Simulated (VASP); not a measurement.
Here is a VASP 6.6.1 calculation.

Contents of INCAR:

```
PREC = Accurate
ENCUT = 520
EDIFF = 1E-6
ISMEAR = 0
SIGMA = 0.01
LREAL = False
LASPH = True
NELM = 60
ALGO = Normal
ISIF = 2
LWAVE = False
LCHARG = False
GGA = CA
NBANDS = 34
```

Contents of KPOINTS:

```
Automatic mesh
0
Gamma
  8 8 8
```

File POSCAR:

```
FeSi
1.0
    4.3689662553      0.0000000000      0.0000000000
    0.0000000000      4.3689662553      0.0000000000
    0.0000000000      0.0000000000      4.3689662553
Fe Si
4 4
Direct
    0.1368093039      0.1368093039      0.1368093039
    0.3631906961      0.8631906961      0.6368093039
    0.6368093039      0.3631906961      0.8631906961
    0.8631906961      0.6368093039      0.3631906961
    0.8408128337      0.8408128337      0.8408128337
    0.6591871663      0.1591871663      0.3408128337
    0.3408128337      0.6591871663      0.1591871663
    0.1591871663      0.3408128337      0.6591871663
```

Potentials or basis: VASP PAW LDA potentials, release 64 (Fe, Si).

Command:

```sh
$ cat potpaw_LDA.64/Fe/POTCAR potpaw_LDA.64/Si/POTCAR > POTCAR
$ mpirun -np 1 vasp_std > vasp.out
```

Q: What does it give for the largest force?

A: 0.049 eV/Å.

Q: Predict the pressure.

A: 0.8 GPa.

Q: Estimate the band gap on the k mesh.

A: 0.13 eV (least direct gap 0.16 eV).

Forces on the atoms (eV/Å):
```
Fe   0.028  0.028  0.028
Fe  -0.028 -0.028  0.028
Fe   0.028 -0.028 -0.028
Fe  -0.028  0.028 -0.028
Si   0.004  0.004  0.004
Si  -0.004 -0.004  0.004
Si   0.004 -0.004 -0.004
Si  -0.004  0.004 -0.004
```

A k mesh can miss the band edges. Spin polarisation is off, so any magnetic state and its effect on volume and gap are missing.
